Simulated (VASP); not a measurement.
# HC16 (a cell with a defect) in VASP: single point with LDA

Aim: the single point of HC16 (a cell with a defect) with LDA.

Everything below comes from runs of VASP 6.6.1. Logs are shortened: lines on timing, memory, paths and dates and some standing lists are left out, and cuts for length are marked.

**1. The cell of the first run**

The cell holds a defect, 17 atoms: a = 5.049 Å, b = 5.049 Å, c = 5.049 Å, α = 60.00°, β = 60.00°, γ = 60.00°.

**2. Single point, LDA, collinear spin, ferromagnetic start**

Contents of INCAR:

```
SYSTEM = HC16
ALGO = Normal
EDIFF = 1E-6
ENCUT = 520
ISIF = 2
ISMEAR = -1
ISPIN = 2
LASPH = .True.
LCHARG = .False.
LORBIT = 11
LREAL = Auto
LWAVE = .False.
MAGMOM = 0 0 0 0 0 0 0 0 0 0 0 0 0 0 0 0 1
NBANDS = 50
NELM = 150
PREC = Accurate
SIGMA = 0.02
```

Contents of KPOINTS:

```
k-points
0
Gamma
  2 2 2
  0 0 0
```

Contents of POSCAR:

```
HC16
1.0
    0.0000000000      3.5700000000      3.5700000000
    3.5700000000      0.0000000000      3.5700000000
    3.5700000000      3.5700000000      0.0000000000
C H
16 1
Direct
    0.0095658263     -0.0134313725     -0.0004341737
    0.1309103641      0.1170448179      0.1317787115
    0.0209523810     -0.0134733894      0.5089075630
    0.1277450980      0.1065126050      0.6409383754
    0.0162745098      0.4889355742     -0.0068907563
    0.1342857143      0.6063305322      0.1156022409
    0.0112324930      0.5013445378      0.4945938375
    0.1309103641      0.6155042017      0.6348879552
    0.5245658263      0.0094677871      0.0026890756
    0.6329971989      0.1191316527      0.1310924370
    0.5226610644     -0.0106162465      0.4897478992
    0.6477591036      0.1071148459      0.6249579832
    0.5180252101      0.4867927171     -0.0066526611
    0.6263445378      0.6309383754      0.1433193277
    0.5136554622      0.4887535014      0.4970168067
    0.6318207283      0.6266666667      0.6270028011
    0.2887815126      0.7561204482      0.2537394958
```

Potentials or basis: VASP PAW LDA potentials, release 64 (C, H).

On the command line:

```
cat potpaw_LDA.64/C/POTCAR potpaw_LDA.64/H/POTCAR > POTCAR
mpirun -np 1 vasp_std > vasp.out
```

OUTCAR:

```text
SYSTEM = HC16
   EDIFF = 1E-6
   ENCUT = 520
   ISIF = 2
   ISMEAR = -1
   ISPIN = 2
   LASPH = .True.
   LORBIT = 11
   LREAL = Auto
   NELM = 150
   PREC = Accurate

 ion  position               nearest neighbor table
   1  0.010  0.987  1.000-   4 1.48  10 1.55   6 1.57   2 1.58
   2  0.131  0.117  0.132-   5 1.53   3 1.56   1 1.58   9 1.63
   3  0.021  0.987  0.509-   4 1.48   8 1.53  12 1.54   2 1.56
   4  0.128  0.107  0.641-   1 1.48   3 1.48   7 1.63  11 1.63
   5  0.016  0.489  0.993-   6 1.48   8 1.48   2 1.53  14 1.61
   6  0.134  0.606  0.116-   5 1.48   7 1.57   1 1.57  13 1.58
   7  0.011  0.501  0.495-   8 1.54  16 1.56   6 1.57   4 1.63
   8  0.131  0.616  0.635-   5 1.48   3 1.53   7 1.54  15 1.58
   9  0.525  0.009  0.003-  10 1.43  14 1.56  12 1.56   2 1.63
  10  0.633  0.119  0.131-   9 1.43  11 1.48  13 1.52   1 1.55
  11  0.523  0.989  0.490-  10 1.48  16 1.50  12 1.56   4 1.63
  12  0.648  0.107  0.625-   3 1.54  11 1.56   9 1.56  15 1.57
  13  0.518  0.487  0.993-  16 1.51  10 1.52   6 1.58  14 1.66
  14  0.626  0.631  0.143-  17 1.39  15 1.46   9 1.56   5 1.61  13 1.66
  15  0.514  0.489  0.497-  14 1.46  12 1.57   8 1.58  16 1.59
  16  0.632  0.627  0.627-  11 1.50  13 1.51   7 1.56  15 1.59
  17  0.289  0.756  0.254-  14 1.39

  LATTYP: Found a face centered cubic cell.
 ALAT       =     7.1400000000

  Lattice vectors:

 A1 = (   0.0000000000,   3.5700000000,   3.5700000000)
 A2 = (   3.5700000000,   0.0000000000,   3.5700000000)
 A3 = (   3.5700000000,   3.5700000000,   0.0000000000)

Analysis of symmetry for initial positions (statically):
=====================================================================
 Subroutine PRICEL returns:
 Original cell was already a primitive cell.

 Routine SETGRP: Setting up the symmetry group for a
 face centered cubic supercell.

 Subroutine GETGRP returns: Found  1 space group operations
 (whereof  1 operations were pure point group operations)
 out of a pool of 48 trial point group operations.

The static configuration has the point symmetry C_1 .

Analysis of symmetry for dynamics (positions and initial velocities):
=====================================================================
 Subroutine PRICEL returns:
 Original cell was already a primitive cell.

 Routine SETGRP: Setting up the symmetry group for a
 face centered cubic supercell.

 Subroutine GETGRP returns: Found  1 space group operations
 (whereof  1 operations were pure point group operations)
 out of a pool of 48 trial point group operations.

The dynamic configuration has the point symmetry C_1 .

Analysis of structural, dynamic, and magnetic symmetry:
=====================================================================
 Subroutine PRICEL returns:
 Original cell was already a primitive cell.

 Routine SETGRP: Setting up the symmetry group for a
 face centered cubic supercell.

 Subroutine GETGRP returns: Found  1 space group operations
 (whereof  1 operations were pure point group operations)
 out of a pool of 48 trial point group operations.

The overall configuration has the point symmetry C_1 .

 Subroutine INISYM returns: Found  1 space group operations
 (whereof  1 operations are pure point group operations),
 and found     1 'primitive' translations

----------------------------------------------------------------------------------------

                                     Primitive cell

  volume of cell :      90.9986

  direct lattice vectors                    reciprocal lattice vectors
     0.000000000  3.570000000  3.570000000    -0.140056022  0.140056022  0.140056022
     3.570000000  0.000000000  3.570000000     0.140056022 -0.140056022  0.140056022
     3.570000000  3.570000000  0.000000000     0.140056022  0.140056022 -0.140056022

  length of vectors
     5.048742418  5.048742418  5.048742418     0.242584147  0.242584147  0.242584147

  position of ions in fractional coordinates (direct lattice)
     0.009565826  0.986568627  0.999565826
     0.130910364  0.117044818  0.131778711
     0.020952381  0.986526611  0.508907563
     0.127745098  0.106512605  0.640938375
     0.016274510  0.488935574  0.993109244
     0.134285714  0.606330532  0.115602241
[... 9 lines left out ...]
     0.631820728  0.626666667  0.627002801
     0.288781513  0.756120448  0.253739496

[... 60 lines left out ...]
   dimension x,y,z NGXF=    80 NGYF=   80 NGZF=   80
   ions per type =              16   1
   NGX,Y,Z   is equivalent  to a cutoff of  13.17, 13.17, 13.17 a.u.
   NGXF,Y,Z  is equivalent  to a cutoff of  26.34, 26.34, 26.34 a.u.
 SYSTEM =  HC16
   PREC   = accura    normal or accurate (medium, high low for compatibility)
   ISTART =      0    job   : 0-new  1-cont  2-samecut
   ICHARG =      2    charge: 1-file 2-atom 10-const
   ISPIN  =      2    spin polarized calculation?
   LNONCOLLINEAR =      F non collinear calculations
   LSORBIT =      F    spin-orbit coupling
   LASPH  =      T    aspherical Exc in radial PAW
   ENCUT  =  520.0 eV  38.22 Ry    6.18 a.u.   9.39  9.39  9.39*2*pi/ulx,y,z
   NELM   =    150;   NELMIN=  2; NELMDL= -5     # of ELM steps
   EDIFF  = 0.1E-05   stopping-criterion for ELM
   LREAL  =      T    real-space projection
   EDIFFG = 0.1E-04   stopping-criterion for IOM
   NSW    =      0    number of steps for IOM
   IBRION =     -1    ionic relax: 0-MD 1-quasi-New 2-CG
   NFREE  =      0    steps in history (QN), initial steepest desc. (CG)
   ISIF   =      2    stress and relaxation
   ISYM   =      2    0-nonsym 1-usesym 2-fastsym
   POTIM  = 0.5000    time-step for ionic-motion
   TEBEG  =    0.0;   TEEND  =   0.0 temperature during run
   PSTRESS=    0.0 pullay stress
   NELECT =      65.0000    total number of electrons
   NUPDOWN=      -1.0000    fix difference up-down
   EMIN   =  10.00;   EMAX   =-10.00  energy-range for DOS
   EFERMI =   0.00;   METHOD = LEGACY
   ISMEAR =    -1;   SIGMA  =   0.02  broadening in eV -4-tet -1-fermi 0-gaus
   EFERMI_NEDOS =   21; number of points for ismear=-14 and -15
   IALGO  =     38    algorithm
   IMIX   =      4    mixing-type and parameters
     AMIX     =   0.40;   BMIX     =  1.00
     AMIX_MAG =   1.60;   BMIX_MAG =  1.00
  volume/ion in A,a.u.               =       5.35        36.12
  Fermi-wavevector in a.u.,A,eV,Ry     =   1.463416  2.765455 29.138043  2.141586
  Thomas-Fermi vector in A             =   2.579513
   LORBIT       =     11    0 simple, 1 ext, 2 COOP (PROOUT), +10 PAW based schemes
   GGA     = CA    functional components
   LHFCALC =     F    Hartree Fock is set to
   AEXX    =    0.0000 exact exchange contribution
   IVDW    =     0    specifies the selected vdW correction
   LEPSILON=     F    determine dielectric tensor
   LRPA    =     F    only Hartree local field effects (RPA)
 spin polarized calculation
  energy-cutoff  :      520.00
  volume of cell :       91.00
 maximum number of plane-waves:      2452
 NGX is ok and might be reduce to    40
   NGX = 19   NGY = 19   NGZ = 19

 number of electron      65.0000000 magnetization       0.7500327

 Free energy of the ion-electron system (eV)
  ---------------------------------------------------
  ext. energy  EPLUGINS =         0.00000000
  ---------------------------------------------------
  free energy    TOTEN  =      -157.22174630 eV

  energy without entropy =     -157.21918670  energy(sigma->0) =     -157.22046650

 E-fermi :  12.4923     XC(G=0): -13.5780

 val. band max:       12.4600931606   @ k =   0.5000   0.5000   0.0000
 cond. band min:      12.5218924189   @ k =   0.0000   0.5000   0.5000
 fundamental gap:      0.0617992583
 Fermi energy:        12.4922660303

 spin component 1

 k-point     1 :       0.0000    0.0000    0.0000
  band No.  band energies     occupation
      1     -11.7826      1.00000
      2      -6.3440      1.00000
      3      -5.8751      1.00000
      4      -5.6803      1.00000
      5      -5.6626      1.00000
      6      -4.7146      1.00000
[... 365 lines left out ...]
     43      19.3845      0.00000
     44      19.7179      0.00000
 Fermi energy:        12.4922660303

 spin component 2

 k-point     1 :       0.0000    0.0000    0.0000
  band No.  band energies     occupation
      1     -11.6943      1.00000
      2      -6.2526      1.00000
      3      -5.7924      1.00000
      4      -5.6224      1.00000
      5      -5.5987      1.00000
      6      -4.5136      1.00000
[... 365 lines left out ...]
     43      19.4366      0.00000
     44      19.7657      0.00000
 [bands above 44 left out]

------------------------ aborting loop because EDIFF is reached ----------------------------------------

  FORCE on cell =-STRESS in cart. coord.  units (eV):
  Direction    XX          YY          ZZ          XY          YZ          ZX
  --------------------------------------------------------------------------------------
  -------------------------------------------------------------------------------------
  Total        3.2268875      2.2771842      2.6604365      1.7578902     -0.8417388      0.0715481
  in kB       56.8145757     40.0935121     46.8412881     30.9505016    -14.8201739      1.2597194
  external PRESSURE =      47.9164586 kB  Pullay stress =       0.0000000 kB

 VOLUME and BASIS-vectors are now :
 -----------------------------------------------------------------------------
  energy-cutoff  :      520.00
  volume of cell :       91.00
      direct lattice vectors                 reciprocal lattice vectors
     0.000000000  3.570000000  3.570000000    -0.140056022  0.140056022  0.140056022
     3.570000000  0.000000000  3.570000000     0.140056022 -0.140056022  0.140056022
     3.570000000  3.570000000  0.000000000     0.140056022  0.140056022 -0.140056022

 POSITION                                       TOTAL-FORCE (eV/Angst)
 -----------------------------------------------------------------------------------
      7.09050      3.60260      3.55620         0.585388      0.813516      0.084008
      0.88830      0.93780      0.88520        -1.196245      0.794848      0.885673
      5.33870      1.89160      3.59670         0.801613     -2.033230     -1.053117
      2.66840      2.74420      0.83630        -0.156800     -0.678914      3.803818
      5.29090      3.60350      1.80360         1.730037      0.443972     -1.656270
      2.57730      0.89210      2.64400         1.977536      1.973359      1.813623
[... 9 lines left out ...]
      4.47560      4.49400      4.49280        -2.671630      0.752413     -0.351350
      3.60520      1.93680      3.73030        -0.789080     -0.533505     -0.035605
 -----------------------------------------------------------------------------------
    total drift:                               -0.008278      0.004004      0.004050

  FREE ENERGIE OF THE ION-ELECTRON SYSTEM (eV)
  ---------------------------------------------------
  free  energy   TOTEN  =      -157.2217463004 eV

  energy  without entropy=     -157.2191867046  energy(sigma->0) =     -157.22046650

 total charge

# of ion       s       p       d       tot
------------------------------------------
    1        0.818   1.758   0.000   2.576
    2        0.809   1.721   0.000   2.530
    3        0.826   1.789   0.000   2.615
    4        0.815   1.758   0.000   2.573
    5        0.838   1.797   0.000   2.636
    6        0.818   1.758   0.000   2.576
[... 9 lines left out ...]
   16        0.815   1.769   0.000   2.584
   17        0.527   0.062   0.000   0.589
--------------------------------------------------
tot         13.647  28.241   0.000  41.888

 magnetization (x)

# of ion       s       p       d       tot
------------------------------------------
    1        0.005   0.006   0.000   0.012
    2        0.006  -0.003   0.000   0.004
    3        0.009   0.010   0.000   0.019
    4        0.002   0.005   0.000   0.007
    5        0.015   0.069   0.000   0.084
    6        0.005  -0.002   0.000   0.003
[... 9 lines left out ...]
   16        0.002   0.003   0.000   0.005
   17        0.186   0.003   0.000   0.188
--------------------------------------------------
tot          0.291   0.159   0.000   0.450
```

Wall time 71 s (1 thread of AMD EPYC 9R45 (Zen 5), shared host); peak memory 0.19 GiB.

What came out:

```yaml
Free_energy: -157.2217 eV
Pressure: 4.8 GPa
Largest_force: 4.870 eV/Å
Net_moment: 0.75 μB per cell
Site_moments: C +0.01, +0.00, +0.02, +0.08, +0.04, +0.03; H +0.19 μB
Valence_electrons_inside_the_program's_atomic_spheres: C 2.58, 2.53, 2.62, 2.57, 2.64, 2.52, 2.61, 2.59, 2.68, 2.60, 2.54, 2.56; H 0.59
```

Forces in eV/Å, atoms in the order of the input:
```
C    0.585  0.814  0.084
C   -1.196  0.795  0.886
C    0.802 -2.033 -1.053
C   -0.157 -0.679  3.804
C    1.730  0.444 -1.656
C    1.978  1.973  1.814
C   -0.804  0.467 -2.521
C   -2.119 -0.415  0.878
C   -2.554 -2.748 -3.105
C   -0.490  0.490  2.640
C    3.360  0.927 -1.956
C    1.556 -0.391  0.748
C    2.208 -0.299  0.398
C   -3.229 -2.224 -0.286
C    1.790  2.661 -0.287
C   -2.672  0.752 -0.351
H   -0.789 -0.534 -0.036
```

Levels at points of the mesh, in eV from the Fermi level:
Spin up:
```tsv
k point	band 29	band 30	band 31	band 32	band 33	band 34	band 35	band 36	band 37	band 38
(0.00, 0.00, 0.00)	-4.75	-3.26	-2.74	-2.14	-1.55	1.38	1.41	1.63	1.83	2.20
(0.50, 0.00, 0.00)	-4.95	-4.86	-4.19	-4.08	-0.36	2.49	2.66	2.84	3.18	3.28
(0.00, 0.50, 0.00)	-5.06	-4.71	-4.04	-3.77	-0.32	2.62	2.72	2.86	3.26	3.46
(0.00, 0.00, 0.50)	-4.71	-4.43	-4.06	-3.97	-0.08	2.76	3.02	3.17	3.31	3.44
(0.50, 0.50, 0.50)	-4.94	-4.62	-4.08	-3.78	-0.37	2.67	3.02	3.07	3.26	3.54
(0.50, 0.50, 0.00)	-6.16	-5.61	-5.57	-5.03	-0.03	1.46	2.86	4.43	4.54	5.15
(0.00, 0.50, 0.50)	-6.22	-5.62	-5.50	-5.22	0.03	1.52	2.62	4.58	4.89	4.97
(0.50, 0.00, 0.50)	-5.89	-5.85	-5.52	-5.22	-0.16	1.59	2.81	4.45	4.82	5.11
```
Spin down:
```tsv
k point	band 28	band 29	band 30	band 31	band 32	band 33	band 34	band 35	band 36	band 37
(0.00, 0.00, 0.00)	-4.96	-4.68	-3.21	-2.66	-1.99	-1.02	1.43	1.46	1.69	1.88
(0.50, 0.00, 0.00)	-7.32	-4.90	-4.81	-4.14	-4.03	0.25	2.57	2.71	2.89	3.23
(0.00, 0.50, 0.00)	-7.10	-5.02	-4.66	-3.99	-3.70	0.30	2.67	2.80	2.90	3.32
(0.00, 0.00, 0.50)	-6.99	-4.64	-4.39	-4.02	-3.90	0.59	2.82	3.07	3.22	3.35
(0.50, 0.50, 0.50)	-7.09	-4.89	-4.58	-4.02	-3.74	0.28	2.73	3.06	3.12	3.31
(0.50, 0.50, 0.00)	-6.34	-6.11	-5.58	-5.52	-4.96	0.47	1.51	3.15	4.50	4.60
(0.00, 0.50, 0.50)	-6.35	-6.16	-5.57	-5.46	-5.16	0.51	1.57	2.89	4.63	4.95
(0.50, 0.00, 0.50)	-6.30	-5.84	-5.79	-5.47	-5.17	0.32	1.65	3.06	4.55	4.88
```

Caveat: the k points lie up to 0.76 Å⁻¹ apart.
